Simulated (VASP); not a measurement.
# Ti4H in VASP: notebook

Ti4H is run at these levels: PBEsol; tasks: single point.

All numbers are computed with VASP 6.6.1; they aren't measurements. Logs are shortened: lines on timing, memory, paths and dates and some standing lists are left out, and cuts for length are marked.

## (1) The cell of the first run

The cell holds a slab with vacuum, 5 atoms: a = 2.868 Å, b = 2.868 Å, c = 26.025 Å, α = 90.00°, β = 90.00°, γ = 120.00°.

## (2) Single point, PBEsol

File INCAR:

```
PREC = Accurate
ENCUT = 520
EDIFF = 1E-6
ISMEAR = 0
SIGMA = 0.1
LREAL = F
LASPH = T
NELM = 100
ALGO = Normal
ISIF = 2
LWAVE = F
LCHARG = F
LDIPOL = T
IDIPOL = 3
DIPOL = 0.5 0.5 0.502
GGA = PS
NBANDS = 32
```

File KPOINTS:

```
Automatic mesh
0
Gamma
  12 12 1
```

File POSCAR:

```
Ti4H
1.0
    2.8679135959      0.0000000000      0.0000000000
   -1.4339567980      2.4836860299      0.0000000000
    0.0000000000      0.0000000000     26.0249249364
Ti H
4 1
Direct
    0.6666666667      0.3333333333      0.3266099719
    0.3333333333      0.6666666667      0.4165868556
    0.0000000000      0.0000000000      0.5051762615
    0.6666666667      0.3333333333      0.5974965868
    0.6666666667      0.3333333333      0.6648686717
```

Potentials or basis: VASP PAW PBE potentials, release 64 (Ti_sv, H).

Command:

```sh
$ cat potpaw_PBE.64/Ti_sv/POTCAR potpaw_PBE.64/H/POTCAR > POTCAR
$ mpirun -np 1 vasp_std > vasp.out
```

OUTCAR:

```text
PREC = Accurate
   ENCUT = 520
   EDIFF = 1E-6
   ISMEAR = 0
   LREAL = F
   LASPH = T
   NELM = 100
   ISIF = 2
   GGA = PS

 ion  position               nearest neighbor table
   1  0.667  0.333  0.327-   2 2.87   2 2.87   2 2.87
   2  0.333  0.667  0.417-   3 2.84   3 2.84   3 2.84   1 2.87   1 2.87   1 2.87
   3  0.000  0.000  0.505-   2 2.84   2 2.84   2 2.84   4 2.92   4 2.92   4 2.92
   4  0.667  0.333  0.597-   5 1.75   3 2.92   3 2.92   3 2.92
   5  0.667  0.333  0.665-   4 1.75

  LATTYP: Found a hexagonal cell.
 ALAT       =     2.8679135959
 C/A-ratio  =     9.0745149971

  Lattice vectors:

 A1 = (   2.8679135959,   0.0000000000,   0.0000000000)
 A2 = (  -1.4339567980,   2.4836860299,   0.0000000000)
 A3 = (   0.0000000000,   0.0000000000,  26.0249249364)

Analysis of symmetry for initial positions (statically):
=====================================================================
 Subroutine PRICEL returns:
 Original cell was already a primitive cell.

 Routine SETGRP: Setting up the symmetry group for a
 hexagonal supercell.

 Subroutine GETGRP returns: Found  6 space group operations
 (whereof  6 operations were pure point group operations)
 out of a pool of 24 trial point group operations.

The static configuration has the point symmetry C_3v.

Analysis of symmetry for dynamics (positions and initial velocities):
=====================================================================
 Subroutine PRICEL returns:
 Original cell was already a primitive cell.

 Routine SETGRP: Setting up the symmetry group for a
 hexagonal supercell.

 Subroutine GETGRP returns: Found  6 space group operations
 (whereof  6 operations were pure point group operations)
 out of a pool of 24 trial point group operations.

The dynamic configuration has the point symmetry C_3v.

 Subroutine INISYM returns: Found  6 space group operations
 (whereof  6 operations are pure point group operations),
 and found     1 'primitive' translations

----------------------------------------------------------------------------------------

                                     Primitive cell

  volume of cell :     185.3755

  direct lattice vectors                    reciprocal lattice vectors
     2.867913596  0.000000000  0.000000000     0.348685540  0.201313690  0.000000000
    -1.433956798  2.483686030  0.000000000     0.000000000  0.402627380  0.000000000
     0.000000000  0.000000000 26.024924936     0.000000000  0.000000000  0.038424703

  length of vectors
     2.867913596  2.867913596 26.024924936     0.402627380  0.402627380  0.038424703

  position of ions in fractional coordinates (direct lattice)
     0.666666667  0.333333333  0.326609972
     0.333333333  0.666666667  0.416586856
     0.000000000  0.000000000  0.505176261
     0.666666667  0.333333333  0.597496587
     0.666666667  0.333333333  0.664868672

  ion indices of the primitive-cell ions
   primitive index   ion index
                 1           1
                 2           2
                 3           3
                 4           4
                 5           5

----------------------------------------------------------------------------------------

 KPOINTS: Automatic mesh

Automatic generation of k-mesh.
 Grid dimensions read from file:
 generate k-points for:   12   12    1

 Generating k-lattice:

  Cartesian coordinates                     Fractional coordinates (reciprocal lattice)
     0.029057128  0.016776141  0.000000000     0.083333333 -0.000000000  0.000000000
     0.000000000  0.033552282  0.000000000     0.000000000  0.083333333  0.000000000
     0.000000000  0.000000000  0.038424703     0.000000000  0.000000000  1.000000000

  Length of vectors
     0.033552282  0.033552282  0.038424703

  Shift w.r.t. Gamma in fractional coordinates (k-lattice)
     0.000000000  0.000000000  0.000000000

 Subroutine IBZKPT returns following result:
 ===========================================

 Found     19 irreducible k-points:

 Following reciprocal coordinates:
            Coordinates               Weight
  0.000000  0.000000  0.000000      1.000000
  0.083333 -0.000000  0.000000      6.000000
  0.166667 -0.000000  0.000000      6.000000
  0.250000 -0.000000  0.000000      6.000000
  0.333333 -0.000000  0.000000      6.000000
  0.416667 -0.000000  0.000000      6.000000
[... 11 lines left out ...]
  0.333333  0.250000  0.000000     12.000000
  0.333333  0.333333  0.000000      2.000000
   k-points           NKPTS =     19   k-points in BZ     NKDIM =     19   number of bands    NBANDS=     32
   number of dos      NEDOS =    301   number of ions     NIONS =      5
   total plane-waves  NPLWV = 112896
   dimension x,y,z NGX =    24 NGY =   24 NGZ =  196
   dimension x,y,z NGXF=    48 NGYF=   48 NGZF=  392
   ions per type =               4   1
   NGX,Y,Z   is equivalent  to a cutoff of  13.91, 13.91, 12.52 a.u.
   NGXF,Y,Z  is equivalent  to a cutoff of  27.82, 27.82, 25.04 a.u.
 SYSTEM =  unknown system
   PREC   = accura    normal or accurate (medium, high low for compatibility)
   ISTART =      0    job   : 0-new  1-cont  2-samecut
   ICHARG =      2    charge: 1-file 2-atom 10-const
   ISPIN  =      1    spin polarized calculation?
   LNONCOLLINEAR =      F non collinear calculations
   LSORBIT =      F    spin-orbit coupling
   LASPH  =      T    aspherical Exc in radial PAW
   ENCUT  =  520.0 eV  38.22 Ry    6.18 a.u.   5.33  5.33 48.39*2*pi/ulx,y,z
   NELM   =    100;   NELMIN=  2; NELMDL= -5     # of ELM steps
   EDIFF  = 0.1E-05   stopping-criterion for ELM
   LREAL  =      F    real-space projection
   EDIFFG = 0.1E-04   stopping-criterion for IOM
   NSW    =      0    number of steps for IOM
   IBRION =     -1    ionic relax: 0-MD 1-quasi-New 2-CG
   NFREE  =      0    steps in history (QN), initial steepest desc. (CG)
   ISIF   =      2    stress and relaxation
   ISYM   =      2    0-nonsym 1-usesym 2-fastsym
   POTIM  = 0.5000    time-step for ionic-motion
   TEBEG  =    0.0;   TEEND  =   0.0 temperature during run
   PSTRESS=    0.0 pullay stress
   NELECT =      49.0000    total number of electrons
   NUPDOWN=      -1.0000    fix difference up-down
   EMIN   =  10.00;   EMAX   =-10.00  energy-range for DOS
   EFERMI =   0.00;   METHOD = LEGACY
   ISMEAR =     0;   SIGMA  =   0.10  broadening in eV -4-tet -1-fermi 0-gaus
   EFERMI_NEDOS =   21; number of points for ismear=-14 and -15
   IALGO  =     38    algorithm
   IMIX   =      4    mixing-type and parameters
     AMIX     =   0.40;   BMIX     =  1.00
     AMIX_MAG =   1.60;   BMIX_MAG =  1.00
  volume/ion in A,a.u.               =      37.08       250.20
  Fermi-wavevector in a.u.,A,eV,Ry     =   1.050645  1.985432 15.018866  1.103855
  Thomas-Fermi vector in A             =   2.185657
   LORBIT       =      0    0 simple, 1 ext, 2 COOP (PROOUT), +10 PAW based schemes
   GGA     = PS    functional components
   LHFCALC =     F    Hartree Fock is set to
   AEXX    =    0.0000 exact exchange contribution
   IVDW    =     0    specifies the selected vdW correction
   LEPSILON=     F    determine dielectric tensor
   LRPA    =     F    only Hartree local field effects (RPA)
 non-spin polarized calculation
 Gauss-broadening in eV      SIGMA  =   0.10
  energy-cutoff  :      520.00
  volume of cell :      185.38
 maximum number of plane-waves:      5023
 NGX is ok and might be reduce to    24
   NGX = 11   NGY = 11   NGZ = 97

 dipolmoment           0.000000      0.000000     -0.003318 electrons x Angstroem

 number of electron      49.0000003 magnetization

 dipolmoment           0.000000      0.000000      0.069418 electrons x Angstroem

 Free energy of the ion-electron system (eV)
  ---------------------------------------------------
  ext. energy  EPLUGINS =         0.00000000
  ---------------------------------------------------
  free energy    TOTEN  =       -34.10581677 eV

  energy without entropy =      -34.07396662  energy(sigma->0) =      -34.08989170

 E-fermi :  -0.3098     XC(G=0):  -5.2311

 val. band max:       -0.3160460434   @ k =   0.2500   0.2500   0.0000
 cond. band min:      -0.2864493401   @ k =   0.0833  -0.0000   0.0000
 fundamental gap:      0.0295967033
 Fermi energy:        -0.3098123508

 k-point     1 :       0.0000    0.0000    0.0000
  band No.  band energies     occupation
      1     -56.9209      2.00000
      2     -56.8294      2.00000
      3     -56.7530      2.00000
      4     -56.6183      2.00000
      5     -33.4378      2.00000
      6     -33.2846      2.00000
[... 24 lines left out ...]
     31       0.6836      0.00000
     32       0.7601      0.00000

 k-point     2 :       0.0833   -0.0000    0.0000
  band No.  band energies     occupation
      1     -56.9142      2.00000
      2     -56.8222      2.00000
      3     -56.7466      2.00000
      4     -56.6128      2.00000
      5     -33.4245      2.00000
      6     -33.2787      2.00000
[... 24 lines left out ...]
     31       0.7458      0.00000
     32       0.8030      0.00000

 k-point     3 :       0.1667   -0.0000    0.0000
  band No.  band energies     occupation
      1     -56.8958      2.00000
      2     -56.8025      2.00000
      3     -56.7291      2.00000
      4     -56.5978      2.00000
      5     -33.3889      2.00000
      6     -33.2650      2.00000
[... 24 lines left out ...]
     31       0.9904      0.00000
     32       1.1766      0.00000

 k-point     4 :       0.2500   -0.0000    0.0000
  band No.  band energies     occupation
      1     -56.8706      2.00000
      2     -56.7754      2.00000
      3     -56.7050      2.00000
      4     -56.5773      2.00000
      5     -33.3495      2.00000
      6     -33.2692      2.00000
[... 479 lines left out ...]
     31       1.4835      0.00000
     32       1.7974      0.00000

 k-point    18 :       0.3333    0.2500    0.0000
  band No.  band energies     occupation
      1     -56.8106      2.00000
      2     -56.7103      2.00000
      3     -56.6474      2.00000
      4     -56.5290      2.00000
      5     -33.4331      2.00000
      6     -33.3887      2.00000
[... 24 lines left out ...]
     31       1.4985      0.00000
     32       1.7577      0.00000

 k-point    19 :       0.3333    0.3333    0.0000
  band No.  band energies     occupation
      1     -56.8071      2.00000
      2     -56.7066      2.00000
      3     -56.6441      2.00000
      4     -56.5262      2.00000
      5     -33.3713      2.00000
      6     -33.3538      2.00000
[... 24 lines left out ...]
     31       1.6874      0.00000
     32       1.8255      0.00000

------------------------ aborting loop because EDIFF is reached ----------------------------------------

 vacuum level on the upper side and lower side of the slab       (xc-potential included)         0.858        -0.870

  FORCE on cell =-STRESS in cart. coord.  units (eV):
  Direction    XX          YY          ZZ          XY          YZ          ZX
  --------------------------------------------------------------------------------------
  -------------------------------------------------------------------------------------
  Total       -1.8160453     -1.8160453     -1.0434141      0.0000000      0.0000000     -0.0000000
  in kB      -15.6958568    -15.6958568     -9.0180996      0.0000000      0.0000000     -0.0000000
  external PRESSURE =     -13.4699377 kB  Pullay stress =       0.0000000 kB

 VOLUME and BASIS-vectors are now :
 -----------------------------------------------------------------------------
  energy-cutoff  :      520.00
  volume of cell :      185.38
      direct lattice vectors                 reciprocal lattice vectors
     2.867913596  0.000000000  0.000000000     0.348685540  0.201313690  0.000000000
    -1.433956798  2.483686030  0.000000000     0.000000000  0.402627380  0.000000000
     0.000000000  0.000000000 26.024924936     0.000000000  0.000000000  0.038424703

 POSITION                                       TOTAL-FORCE (eV/Angst)
 -----------------------------------------------------------------------------------
      1.43396      0.82790      8.50000         0.000000     -0.000000      0.445429
     -0.00000      1.65579     10.84164        -0.000000      0.000000     -0.449677
      0.00000      0.00000     13.14717         0.000000     -0.000000     -0.000268
      1.43396      0.82790     15.54980        -0.000000      0.000000     -0.001225
      1.43396      0.82790     17.30316         0.000000     -0.000000      0.005741
 -----------------------------------------------------------------------------------
    total drift:                               -0.000000      0.000000      0.000851

  FREE ENERGIE OF THE ION-ELECTRON SYSTEM (eV)
  ---------------------------------------------------
  free  energy   TOTEN  =       -34.1058167708 eV

  energy  without entropy=      -34.0739666230  energy(sigma->0) =      -34.08989170

 vacuum level on the upper side and lower side of the slab         6.137         4.374
```

Run time: 5.3 min. Hardware: 1 thread of AMD EPYC 9R45 (Zen 5), shared host; peak memory 0.32 GiB.

Results:

```
Free energy            : -34.1058 eV
Largest force          : 0.450 eV/Å
Band gap on the k mesh : zero (an odd number of electrons rules out a gap without spin polarisation)
```

Forces on the atoms (eV/Å):
```
Ti   0.000  0.000  0.445
Ti   0.000  0.000 -0.450
Ti   0.000  0.000  0.000
Ti   0.000  0.000 -0.001
H    0.000  0.000  0.006
```

Caveat: the PAW data sets were made with another functional, which shifts forces and pressure a little.

## (3) Single point, PBEsol

File INCAR:

```
SYSTEM = Ti4H
PREC = Accurate ; ENCUT = 520
EDIFF = 1E-6 ; ISMEAR = 0
SIGMA = 0.1 ; LREAL = .False.
LASPH = .True. ; NELM = 100
ALGO = Normal ; ISIF = 2
LWAVE = .False. ; LCHARG = .False.
LDIPOL = .True. ; IDIPOL = 3
DIPOL = 0.5 0.5 0.496 ; GGA = PS
NBANDS = 32
```

File KPOINTS:

```
Automatic mesh
0
Gamma
  12 12 1
  0 0 0
```

File POSCAR:

```
Ti4H
1.0
    2.8679135959      0.0000000000      0.0000000000
   -1.4339567980      2.4836860299      0.0000000000
    0.0000000000      0.0000000000     26.0249249364
Ti H
4 1
Direct
    0.6666666667      0.3333333333      0.3266099719
    0.3333333333      0.6666666667      0.4165868556
    0.0000000000      0.0000000000      0.5081911634
    0.6666666667      0.3333333333      0.5940149256
    0.3333333333      0.6666666667      0.6340093561
```

Potentials or basis: VASP PAW PBE potentials, release 64 (Ti_sv, H).

Command:

```sh
$ cat potpaw_PBE.64/Ti_sv/POTCAR potpaw_PBE.64/H/POTCAR > POTCAR
$ mpirun -np 1 vasp_std > vasp.out
```

Run time: 5.2 min. Hardware: 1 thread of AMD EPYC 9R45 (Zen 5), shared host; peak memory 0.32 GiB.

It converged, with:

```
Free energy            : -35.7641 eV
Largest force          : 0.499 eV/Å
Band gap on the k mesh : zero (an odd number of electrons rules out a gap without spin polarisation)
```

Forces in eV/Å, atoms in the order of the input:
```
Ti   0.000  0.000  0.499
Ti   0.000  0.000 -0.491
Ti   0.000  0.000 -0.003
Ti   0.000  0.000 -0.011
H    0.000  0.000  0.007
```

Levels at points of the mesh, in eV from the Fermi level:
```csv
k point,band 22,band 23,band 24,band 25,band 26,band 27
"(0.00, 0.00, 0.00)",-0.14,0.30,0.36,0.74,0.76,0.76
"(0.50, 0.00, 0.00)",-1.59,-0.92,-0.20,0.43,0.59,0.90
```

Caveat: the PAW data sets were made with another functional, which shifts forces and pressure a little.

## (4) Single point, PBEsol

File INCAR:

```
SYSTEM = Ti4H
PREC = Accurate
ENCUT = 520
EDIFF = 1E-7
ISMEAR = 0
SIGMA = 0.1
LREAL = .False.
LASPH = .True.
NELM = 60
ALGO = Normal
ISIF = 2
LWAVE = .False.
LCHARG = .True.
LDIPOL = .True.
IDIPOL = 3
DIPOL = 0.5 0.5 0.496
GGA = PS
LELF = .True.
LVHAR = .True.
LVACPOTAV = .True.
NBANDS = 32
```

File KPOINTS:

```
regular mesh
0
Gamma
  12 12 1
  0 0 0
```

File POSCAR:

```
Ti4H
1.0
    2.8679135959      0.0000000000      0.0000000000
   -1.4339567980      2.4836860299      0.0000000000
    0.0000000000      0.0000000000     26.0249249364
Ti H
4 1
Direct
    0.6666666667      0.3333333333      0.3266099719
    0.3333333333      0.6666666667      0.4165868556
   -0.0005571659      0.0005571659      0.5077647718
    0.6658449519      0.3341550481      0.5948811531
   -0.0006792208      0.0006792208      0.6341809286
```

Potentials or basis: VASP PAW PBE potentials, release 64 (Ti_sv, H).

Command:

```sh
$ cat potpaw_PBE.64/Ti_sv/POTCAR potpaw_PBE.64/H/POTCAR > POTCAR
$ mpirun -np 1 vasp_std > vasp.out
```

OUTCAR:

```text
SYSTEM = Ti4H
   PREC = Accurate
   ENCUT = 520
   EDIFF = 1E-7
   ISMEAR = 0
   LREAL = .False.
   LASPH = .True.
   NELM = 60
   ISIF = 2
   GGA = PS

 ion  position               nearest neighbor table
   1  0.667  0.333  0.327-   2 2.87   2 2.87   2 2.87
   2  0.333  0.667  0.417-   1 2.87   1 2.87   1 2.87   3 2.89   3 2.89   3 2.90
   3  0.999  0.001  0.508-   4 2.81   4 2.81   4 2.81   2 2.89   2 2.89   2 2.90
   4  0.666  0.334  0.595-   3 2.81   3 2.81   3 2.81
   5  0.999  0.001  0.634-

[... 1049 lines left out ...]
  -------------------------------------------------------------------------------------
  Total       -1.1940741     -1.1866998     -1.2369481      0.0063863     -0.0015095      0.0026146
  in kB      -10.3202355    -10.2565009    -10.6907907      0.0551957     -0.0130468      0.0225980
  external PRESSURE =     -10.4225090 kB  Pullay stress =       0.0000000 kB

 VOLUME and BASIS-vectors are now :
 -----------------------------------------------------------------------------
  energy-cutoff  :      520.00
  volume of cell :      185.38
      direct lattice vectors                 reciprocal lattice vectors
     2.867913596  0.000000000  0.000000000     0.348685540  0.201313690  0.000000000
    -1.433956798  2.483686030  0.000000000     0.000000000  0.402627380  0.000000000
     0.000000000  0.000000000 26.024924936     0.000000000  0.000000000  0.038424703

 POSITION                                       TOTAL-FORCE (eV/Angst)
 -----------------------------------------------------------------------------------
      1.43396      0.82790      8.50000         0.000076     -0.000044      0.493717
     -0.00000      1.65579     10.84164        -0.001414      0.000816     -0.478381
      2.86552      0.00138     13.21454         0.000129     -0.000075     -0.009056
      1.43042      0.82994     15.48174         0.003998     -0.002308     -0.010657
      2.86499      0.00169     16.50451        -0.002790      0.001611      0.004377
 -----------------------------------------------------------------------------------
    total drift:                                0.000185     -0.000107      0.000722

  FREE ENERGIE OF THE ION-ELECTRON SYSTEM (eV)
  ---------------------------------------------------
  free  energy   TOTEN  =       -35.8262868865 eV

  energy  without entropy=      -35.7890398392  energy(sigma->0) =      -35.80766336

 vacuum level on the upper side and lower side of the slab         5.004         4.899
```

Run time: 8.1 min. Hardware: 1 thread of AMD EPYC 9R45 (Zen 5), shared host; peak memory 0.4 GiB.

Results:

```yaml
Free_energy: -35.8263 eV
Largest_force: 0.494 eV/Å
Band_gap_on_the_k_mesh: zero (an odd number of electrons rules out a gap without spin polarisation)
```

Forces on the atoms (eV/Å):
```
Ti   0.000  0.000  0.494
Ti  -0.001  0.001 -0.478
Ti   0.000  0.000 -0.009
Ti   0.004 -0.002 -0.011
H   -0.003  0.002  0.004
```

Levels at points of the mesh, in eV from the Fermi level:
```
           k point  band 22  band 23  band 24  band 25  band 26  band 27
(0.00, 0.00, 0.00)    -0.14     0.26     0.37     0.70     0.75     0.75
(0.50, 0.00, 0.00)    -1.49    -1.24    -0.27     0.46     0.72     0.93
(0.50, 0.50, 0.00)    -1.48    -1.24    -0.27     0.46     0.72     0.92
```

Caveat: the PAW data sets were made with another functional, which shifts forces and pressure a little.

## (5) The runs side by side

| cell | gap on the mesh (eV) | largest force (eV/Å) |
| --- | --- | --- |
| as given, atomic positions A | none | 0.45 |
| as given, atomic positions B | none | 0.50 |
| as given, atomic positions C | none | 0.49 |

Alike in all rows: task single point; level PBEsol; potentials or basis VASP PAW PBE potentials, release 64 (Ti_sv, H); no spin polarisation; k mesh 12 × 12 × 1; cutoff (eV) 520; smearing gaussian 0.1 eV.

Caveats: the PAW data sets were made with another functional, which shifts forces and pressure a little.

Total energies depend on the potentials used, so only differences within one code and one set of settings carry meaning.
